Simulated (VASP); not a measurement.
# Al2O3 (P-3m1) in VASP: a series of runs

Al2O3 is run at these levels: LDA; tasks: single point.

Program: VASP 6.6.1. These are calculated values, not measurements. Logs are shortened: lines on timing, memory, paths and dates and some standing lists are left out, and cuts for length are marked.

### 1 The cell of the first run

Symmetry: P-3m1, No. 164, trigonal system. Conventional cell: a = 3.103 Å, b = 3.103 Å, c = 7.165 Å, α = 90.00°, β = 90.00°, γ = 120.00°. Within 2.1 Å of Al (site symmetry 3m) lie 4 O at 1.59 to 1.88 Å. Within 2.5 Å of O (site symmetry 3m) lie 3 Al at 1.88 Å. O (site symmetry -3m) has 2 Al at 1.59 Å within 2.1 Å.

### 2 Single point, LDA

INCAR reads:

```
SYSTEM = Al2O3
  PREC = Accurate
  ENCUT = 520
  EDIFF = 1E-6
  ISMEAR = 0
  SIGMA = 0.05
  LREAL = .False.
  LASPH = .True.
  NELM = 80
  ALGO = Normal
  ISIF = 2
  LWAVE = .False.
  LCHARG = .False.
  NBANDS = 20
```

KPOINTS reads:

```
regular mesh
0
Gamma
  12 12 4
  0 0 0
```

POSCAR reads:

```
Al2O3
1.0
    3.1025264353      0.0000000000      0.0000000000
   -1.5512632176      2.6868667089      0.0000000000
    0.0000000000      0.0000000000      7.1650680474
Al O
2 3
Direct
    0.0000000000      0.0000000000      0.2779510000
    0.0000000000      0.0000000000      0.7220490000
    0.3333333333      0.6666666667      0.1994540000
    0.6666666667      0.3333333333      0.8005460000
    0.0000000000      0.0000000000      0.5000000000
```

Potentials or basis: VASP PAW LDA potentials, release 64 (Al, O).

Run with:

```sh
> cat potpaw_LDA.64/Al/POTCAR potpaw_LDA.64/O/POTCAR > POTCAR
> mpirun -np 1 vasp_std > vasp.out
```

OUTCAR:

```text
SYSTEM = Al2O3
   PREC = Accurate
   ENCUT = 520
   EDIFF = 1E-6
   ISMEAR = 0
   LREAL = .False.
   LASPH = .True.
   NELM = 80
   ISIF = 2

 ion  position               nearest neighbor table
   1  0.000  0.000  0.278-   5 1.59   3 1.88   3 1.88   3 1.88   2 3.18
   2  0.000  0.000  0.722-   5 1.59   4 1.88   4 1.88   4 1.88   1 3.18
   3  0.333  0.667  0.199-   1 1.88   1 1.88   1 1.88
   4  0.667  0.333  0.801-   2 1.88   2 1.88   2 1.88
   5  0.000  0.000  0.500-   1 1.59   2 1.59

  LATTYP: Found a hexagonal cell.
 ALAT       =     3.1025264353
 C/A-ratio  =     2.3094301360

  Lattice vectors:

 A1 = (   3.1025264353,   0.0000000000,   0.0000000000)
 A2 = (  -1.5512632176,   2.6868667089,   0.0000000000)
 A3 = (   0.0000000000,   0.0000000000,   7.1650680474)

Analysis of symmetry for initial positions (statically):
=====================================================================
 Subroutine PRICEL returns:
 Original cell was already a primitive cell.

 Routine SETGRP: Setting up the symmetry group for a
 hexagonal supercell.

 Subroutine GETGRP returns: Found 12 space group operations
 (whereof 12 operations were pure point group operations)
 out of a pool of 24 trial point group operations.

The static configuration has the point symmetry D_3d.

Analysis of symmetry for dynamics (positions and initial velocities):
=====================================================================
 Subroutine PRICEL returns:
 Original cell was already a primitive cell.

 Routine SETGRP: Setting up the symmetry group for a
 hexagonal supercell.

 Subroutine GETGRP returns: Found 12 space group operations
 (whereof 12 operations were pure point group operations)
 out of a pool of 24 trial point group operations.

The dynamic configuration has the point symmetry D_3d.

 Subroutine INISYM returns: Found 12 space group operations
 (whereof 12 operations are pure point group operations),
 and found     1 'primitive' translations

----------------------------------------------------------------------------------------

                                     Primitive cell

  volume of cell :      59.7285

  direct lattice vectors                    reciprocal lattice vectors
     3.102526435  0.000000000  0.000000000     0.322317963  0.186090363  0.000000000
    -1.551263218  2.686866709  0.000000000     0.000000000  0.372180725  0.000000000
     0.000000000  0.000000000  7.165068047     0.000000000  0.000000000  0.139566016

  length of vectors
     3.102526435  3.102526435  7.165068047     0.372180725  0.372180725  0.139566016

  position of ions in fractional coordinates (direct lattice)
     0.000000000  0.000000000  0.277951000
     0.000000000  0.000000000  0.722049000
     0.333333333  0.666666667  0.199454000
     0.666666667  0.333333333  0.800546000
     0.000000000  0.000000000  0.500000000

  ion indices of the primitive-cell ions
   primitive index   ion index
                 1           1
                 2           2
                 3           3
                 4           4
                 5           5

----------------------------------------------------------------------------------------

 KPOINTS: regular mesh

Automatic generation of k-mesh.
 Grid dimensions read from file:
 generate k-points for:   12   12    4

 Generating k-lattice:

  Cartesian coordinates                     Fractional coordinates (reciprocal lattice)
     0.026859830  0.015507530  0.000000000     0.083333333 -0.000000000  0.000000000
     0.000000000  0.031015060  0.000000000     0.000000000  0.083333333  0.000000000
     0.000000000  0.000000000  0.034891504     0.000000000  0.000000000  0.250000000

  Length of vectors
     0.031015060  0.031015060  0.034891504

  Shift w.r.t. Gamma in fractional coordinates (k-lattice)
     0.000000000  0.000000000  0.000000000

 Subroutine IBZKPT returns following result:
 ===========================================

 Found     69 irreducible k-points:

 Following reciprocal coordinates:
            Coordinates               Weight
  0.000000  0.000000  0.000000      1.000000
  0.083333 -0.000000  0.000000      6.000000
  0.166667  0.000000  0.000000      6.000000
  0.250000 -0.000000  0.000000      6.000000
  0.333333 -0.000000  0.000000      6.000000
  0.416667 -0.000000  0.000000      6.000000
[... 16 lines left out ...]
  0.166667  0.000000  0.250000      6.000000
  0.000000  0.166667  0.250000      6.000000
 [... further k-points ...]
   k-points           NKPTS =     69   k-points in BZ     NKDIM =     69   number of bands    NBANDS=     20
   number of dos      NEDOS =    301   number of ions     NIONS =      5
   total plane-waves  NPLWV =  31104
   dimension x,y,z NGX =    24 NGY =   24 NGZ =   54
   dimension x,y,z NGXF=    48 NGYF=   48 NGZF=  108
   ions per type =               2   3
   NGX,Y,Z   is equivalent  to a cutoff of  12.86, 12.86, 12.53 a.u.
[... 87 lines left out ...]
[... 12 lines left out ...]
     19      14.9586      0.00000
     20      15.2100      0.00000

 k-point     3 :       0.1667    0.0000    0.0000
  band No.  band energies     occupation
      1     -15.2270      2.00000
      2     -14.8655      2.00000
      3     -13.5037      2.00000
      4      -2.4595      2.00000
      5      -1.0070      2.00000
      6      -0.6055      2.00000
[... 12 lines left out ...]
     19      15.3684      0.00000
     20      15.3828      0.00000

 k-point     4 :       0.2500   -0.0000    0.0000
  band No.  band energies     occupation
      1     -14.9978      2.00000
      2     -14.6965      2.00000
      3     -13.4476      2.00000
      4      -2.6662      2.00000
      5      -1.7453      2.00000
      6      -0.9522      2.00000
[... 12 lines left out ...]
     19      15.4320      0.00000
     20      15.8331      0.00000

 k-point     5 :       0.3333   -0.0000    0.0000
  band No.  band energies     occupation
      1     -14.7384      2.00000
      2     -14.5223      2.00000
      3     -13.4046      2.00000
      4      -3.0492      2.00000
      5      -2.4277      2.00000
      6      -1.0614      2.00000
[... 12 lines left out ...]
     19      15.2660      0.00000
     20      16.1217      0.00000

 k-point     6 :       0.4167   -0.0000    0.0000
  band No.  band energies     occupation
      1     -14.5127      2.00000
      2     -14.4008      2.00000
      3     -13.3880      2.00000
      4      -3.3894      2.00000
      5      -2.8969      2.00000
      6      -1.0976      2.00000
[... 12 lines left out ...]
     19      14.8630      0.00000
     20      16.2088      0.00000

 k-point     7 :       0.5000   -0.0000    0.0000
  band No.  band energies     occupation
      1     -14.3889      2.00000
      2     -14.3887      2.00000
      3     -13.3870      2.00000
      4      -3.5196      2.00000
      5      -3.0639      2.00000
      6      -1.1179      2.00000
[... 12 lines left out ...]
     19      14.7130      0.00000
     20      16.2181      0.00000
[... 277 lines left out ...]
 k-point    20 :       0.0000    0.0000    0.2500
  band No.  band energies     occupation
      1     -15.3945      2.00000
      2     -15.0860      2.00000
      3     -13.5476      2.00000
      4      -2.5283      2.00000
      5      -0.2607      2.00000
      6       0.0378      2.00000
[... 12 lines left out ...]
     19      15.3963      0.00000
     20      15.3965      0.00000

 k-point    21 :       0.0833   -0.0000    0.2500
  band No.  band energies     occupation
      1     -15.3413      2.00000
      2     -15.0414      2.00000
      3     -13.5312      2.00000
      4      -2.5033      2.00000
      5      -0.4249      2.00000
      6      -0.2315      2.00000
[... 12 lines left out ...]
     19      14.9266      0.00000
     20      15.6137      0.00000

 k-point    22 :       0.0000    0.0833    0.2500
  band No.  band energies     occupation
      1     -15.3410      2.00000
      2     -15.0417      2.00000
      3     -13.5311      2.00000
      4      -2.5050      2.00000
      5      -0.4686      2.00000
      6      -0.1972      2.00000
[... 12 lines left out ...]
     19      14.9112      0.00000
     20      15.5658      0.00000

 k-point    23 :       0.1667    0.0000    0.2500
  band No.  band energies     occupation
      1     -15.1902      2.00000
      2     -14.9156      2.00000
      3     -13.4886      2.00000
      4      -2.4776      2.00000
      5      -0.9761      2.00000
      6      -0.7674      2.00000
[... 12 lines left out ...]
     19      15.2810      0.00000
     20      16.1822      0.00000

 k-point    24 :       0.0000    0.1667    0.2500
  band No.  band energies     occupation
      1     -15.1881      2.00000
      2     -14.9185      2.00000
      3     -13.4876      2.00000
      4      -2.4931      2.00000
      5      -1.0152      2.00000
      6      -0.7721      2.00000
[... 12 lines left out ...]
     19      15.3545      0.00000
     20      16.0793      0.00000

 [... further k-points ...]
[... 5 lines left out ...]
  --------------------------------------------------------------------------------------
  -------------------------------------------------------------------------------------
  Total       -6.4978162     -6.4978162      9.3015413     -0.0000000      0.0000000      0.0000000
  in kB     -174.2994727   -174.2994727    249.5074789     -0.0000000      0.0000000      0.0000000
  external PRESSURE =     -33.0304888 kB  Pullay stress =       0.0000000 kB

 VOLUME and BASIS-vectors are now :
 -----------------------------------------------------------------------------
  energy-cutoff  :      520.00
  volume of cell :       59.73
      direct lattice vectors                 reciprocal lattice vectors
     3.102526435  0.000000000  0.000000000     0.322317963  0.186090363  0.000000000
    -1.551263218  2.686866709  0.000000000     0.000000000  0.372180725  0.000000000
     0.000000000  0.000000000  7.165068047     0.000000000  0.000000000  0.139566016

 POSITION                                       TOTAL-FORCE (eV/Angst)
 -----------------------------------------------------------------------------------
      0.00000      0.00000      1.99154         0.000000     -0.000000     -3.457207
      0.00000      0.00000      5.17353         0.000000      0.000000      3.457207
     -0.00000      1.79124      1.42910        -0.000000      0.000000      0.367372
      1.55126      0.89562      5.73597        -0.000000      0.000000     -0.367372
      0.00000      0.00000      3.58253         0.000000      0.000000      0.000000
 -----------------------------------------------------------------------------------
    total drift:                                0.000000      0.000000     -0.000000

  FREE ENERGIE OF THE ION-ELECTRON SYSTEM (eV)
  ---------------------------------------------------
  free  energy   TOTEN  =       -39.2513781497 eV

  energy  without entropy=      -39.2513781497  energy(sigma->0) =      -39.25137815
```

Wall time 37 s (1 thread of AMD EPYC 9R45 (Zen 5), shared host); peak memory 0.16 GiB.

What came out:

| Item | Value |
| --- | --- |
| Free energy | -39.2514 eV |
| Pressure | -3.3 GPa |
| Largest force | 3.457 eV/Å |
| Band gap on the k mesh | 2.98 eV, direct |

Forces on the atoms (eV/Å):
```
Al   0.000  0.000 -3.457
Al   0.000  0.000  3.457
O    0.000  0.000  0.367
O    0.000  0.000 -0.367
O    0.000  0.000  0.000
```

Caveat: forces of over 1 eV/Å act on the atoms, so gaps and moduli don't describe the material at rest. A k mesh can miss the band edges.

### 3 Single point, LDA

This run uses another cell than the first one, of the same volume but with other edges.

INCAR reads:

```
SYSTEM = Al2O3
PREC = Accurate
ENCUT = 520
EDIFF = 1E-6
ISMEAR = 0
SIGMA = 0.05
LREAL = .FALSE.
LASPH = .TRUE.
NELM = 60
ALGO = Normal
ISIF = 2
LWAVE = .FALSE.
LCHARG = .FALSE.
GGA = CA
NBANDS = 20
```

KPOINTS reads:

```
Automatic mesh
0
G
  12 12 4
  0 0 0
```

POSCAR: that of step 2 with these lines changed.

```diff
@@ -2,5 +2,5 @@
 1.0
-    3.1025264353      0.0000000000      0.0000000000
-   -1.5512632176      2.6868667089      0.0000000000
-    0.0000000000      0.0000000000      7.1650680474
+    2.9231237712      0.0000000000      0.0000000000
+   -1.4615618856      2.5314994443      0.0000000000
+    0.0000000000      0.0000000000      8.0715490666
 Al O
```

Potentials or basis: VASP PAW LDA potentials, release 64 (Al, O).

Run with:

```sh
> cat potpaw_LDA.64/Al/POTCAR potpaw_LDA.64/O/POTCAR > POTCAR
> mpirun -np 1 vasp_std > vasp.out
```

Wall time 37 s (1 thread of AMD EPYC 9R45 (Zen 5), shared host); peak memory 0.16 GiB.

The run converged. Its results:

```yaml
Free_energy: -39.2207 eV
Pressure: -7.9 GPa
Largest_force: 2.784 eV/Å
Band_gap_on_the_k_mesh: 1.14 eV, direct
```

Forces on the atoms (eV/Å):
```
Al   0.000  0.000  2.784
Al   0.000  0.000 -2.784
O    0.000  0.000  0.439
O    0.000  0.000 -0.439
O    0.000  0.000  0.000
```

Stress tensor (GPa, compression positive):
```
  4.97   0.00   0.00
  0.00   4.97   0.00
  0.00   0.00 -33.53
```

Levels at points of the mesh, in eV from the valence-band top:
```csv
k point,band 8,band 9,band 10,band 11,band 12,band 13,band 14,band 15,band 16,band 17
"(0.00, 0.00, 0.00)",-5.04,-5.04,-3.61,0.00,0.00,1.14,3.23,5.86,8.73,8.76
"(0.50, 0.00, 0.00)",-5.39,-4.68,-4.14,-2.74,-0.60,3.14,4.71,7.03,7.52,8.07
"(0.00, 0.00, 0.50)",-5.04,-5.04,-4.14,0.00,0.00,2.01,2.29,6.85,6.99,10.13
"(0.50, 0.00, 0.50)",-5.31,-4.85,-4.10,-2.71,-0.60,3.47,4.29,6.58,7.70,8.80
```

Caveat: forces of over 1 eV/Å act on the atoms, so gaps and moduli don't describe the material at rest. A k mesh can miss the band edges.

### 4 Single point, LDA

This run uses another cell than the first one, of the same volume but with other edges.

INCAR reads:

```
ALGO     = Normal         # electronic algorithm
EDIFF    = 1E-6           # SCF threshold, eV
ENCUT    = 520            # plane-wave cutoff, eV
GGA      = CA             # functional
ISIF     = 2              # what is computed and relaxed
ISMEAR   = 0              # smearing method
LASPH    = T              # aspherical terms in the spheres
LCHARG   = T              # write CHGCAR
LELF     = T              # ELF
LREAL    = F              # projectors in reciprocal space
LVHAR    = T            
LWAVE    = F              # write WAVECAR
NBANDS   = 20             # bands
NELM     = 100            # most SCF steps
PREC     = Accurate       # precision mode
SIGMA    = 0.05           # smearing width, eV
```

KPOINTS reads:

```
k-points
0
Gamma
  12 12 4
```

POSCAR: that of step 3 with these lines changed.

```diff
@@ -2,5 +2,5 @@
 1.0
-    2.9231237712      0.0000000000      0.0000000000
-   -1.4615618856      2.5314994443      0.0000000000
-    0.0000000000      0.0000000000      8.0715490666
+    3.0588230585      0.0000000000      0.0000000000
+   -1.5294115292      2.6490184743      0.0000000000
+    0.0000000000      0.0000000000      7.3712745933
 Al O
```

Run with:

```sh
> cat potpaw_LDA.64/Al/POTCAR potpaw_LDA.64/O/POTCAR > POTCAR
> mpirun -np 1 vasp_std > vasp.out
```

Run time: 37 s. Hardware: 1 thread of AMD EPYC 9R45 (Zen 5), shared host; peak memory 0.16 GiB.

The run converged. Its results:

* Free energy: -39.5806 eV
* Pressure: -6.0 GPa
* Largest force: 1.469 eV/Å
* Band gap on the k mesh: 2.59 eV, direct

Forces in eV/Å, atoms in the order of the input:
```
Al   0.000  0.000 -1.469
Al   0.000  0.000  1.469
O    0.000  0.000  0.404
O    0.000  0.000 -0.404
O    0.000  0.000  0.000
```

Stress tensor (GPa, compression positive):
```
-12.72   0.00   0.00
  0.00 -12.72   0.00
  0.00   0.00   7.48
```

Levels at points of the mesh, in eV from the valence-band top:
```csv
k point,band 9,band 10,band 11,band 12,band 13,band 14,band 15,band 16
"(0.00, 0.00, 0.00)",-3.11,-1.74,0.00,0.00,2.59,4.58,7.67,10.99
"(0.50, 0.00, 0.00)",-3.27,-2.40,-1.29,-0.43,4.89,6.56,8.26,9.30
"(0.00, 0.00, 0.50)",-2.86,-2.68,0.00,0.00,3.48,3.73,8.35,9.16
"(0.50, 0.00, 0.50)",-3.13,-2.67,-1.19,-0.43,5.43,5.82,8.44,8.73
```

Caveat: forces of over 1 eV/Å act on the atoms, so gaps and moduli don't describe the material at rest.

### 5 Single point, LDA

This run uses another cell than the first one, of the same volume but with other edges.

INCAR reads:

```
SYSTEM = Al2O3
PREC = Accurate
ENCUT = 520
EDIFF = 1E-6
ISMEAR = 0
SIGMA = 0.05
LREAL = .FALSE.
LASPH = .TRUE.
NELM = 100
ALGO = Normal
ISIF = 2
LWAVE = .FALSE.
LCHARG = .FALSE.
NBANDS = 20
```

KPOINTS reads:

```
Automatic mesh
0
G
  12 12 4
  0 0 0
```

POSCAR: that of step 4 with these lines changed.

```diff
@@ -2,5 +2,5 @@
 1.0
-    3.0588230585      0.0000000000      0.0000000000
-   -1.5294115292      2.6490184743      0.0000000000
-    0.0000000000      0.0000000000      7.3712745933
+    2.9688049586      0.0000000000      0.0000000000
+   -1.4844024793      2.5710605130      0.0000000000
+    0.0000000000      0.0000000000      7.8250652405
 Al O
```

Run with:

```sh
> cat potpaw_LDA.64/Al/POTCAR potpaw_LDA.64/O/POTCAR > POTCAR
> mpirun -np 1 vasp_std > vasp.out
```

Run time: 37 s. Hardware: 1 thread of AMD EPYC 9R45 (Zen 5), shared host; peak memory 0.16 GiB.

The run converged. Its results:

```
Free energy            : -39.5634 eV
Pressure               : -8.3 GPa
Largest force          : 1.643 eV/Å
Band gap on the k mesh : 1.67 eV, direct
```

Forces on the atoms (eV/Å):
```
Al   0.000  0.000  1.643
Al   0.000  0.000 -1.643
O    0.000  0.000  0.445
O    0.000  0.000 -0.445
O    0.000  0.000  0.000
```

Stress tensor (GPa, compression positive):
```
 -1.48   0.00   0.00
  0.00  -1.48   0.00
  0.00   0.00 -21.91
```

Levels at points of the mesh, in eV from the valence-band top:
```tsv
k point	band 10	band 11	band 12	band 13	band 14	band 15
(0.00, 0.00, 0.00)	-3.01	0.00	0.00	1.67	3.69	6.52
(0.50, 0.00, 0.00)	-3.89	-2.30	-0.55	3.78	5.37	7.56
(0.00, 0.00, 0.50)	-3.66	0.00	0.00	2.63	2.70	7.39
(0.50, 0.00, 0.50)	-3.81	-2.25	-0.55	4.17	4.86	7.24
```

Caveat: forces of over 1 eV/Å act on the atoms, so gaps and moduli don't describe the material at rest.

### 6 The runs side by side

| cell | gap on the mesh (eV) | pressure (GPa) | largest force (eV/Å) |
| --- | --- | --- | --- |
| a = 3.103, b = 3.103, c = 7.165 Å, angles 90.0, 90.0, 120.0°, 5 atoms | 2.98 | -3.3 | 3.46 |
| a = 2.923, b = 2.923, c = 8.072 Å, angles 90.0, 90.0, 120.0°, 5 atoms | 1.14 | -7.9 | 2.78 |
| a = 3.059, b = 3.059, c = 7.371 Å, angles 90.0, 90.0, 120.0°, 5 atoms | 2.59 | -6.0 | 1.47 |
| a = 2.969, b = 2.969, c = 7.825 Å, angles 90.0, 90.0, 120.0°, 5 atoms | 1.67 | -8.3 | 1.64 |

Alike in all rows: task single point; level LDA; potentials or basis VASP PAW LDA potentials, release 64 (Al, O); no spin polarisation; k mesh 12 × 12 × 4; cutoff (eV) 520; smearing gaussian 0.05 eV.

Caveats: forces of over 1 eV/Å act on the atoms, so gaps and moduli don't describe the material at rest.

Total energies depend on the potentials used, so only differences within one code and one set of settings carry meaning.
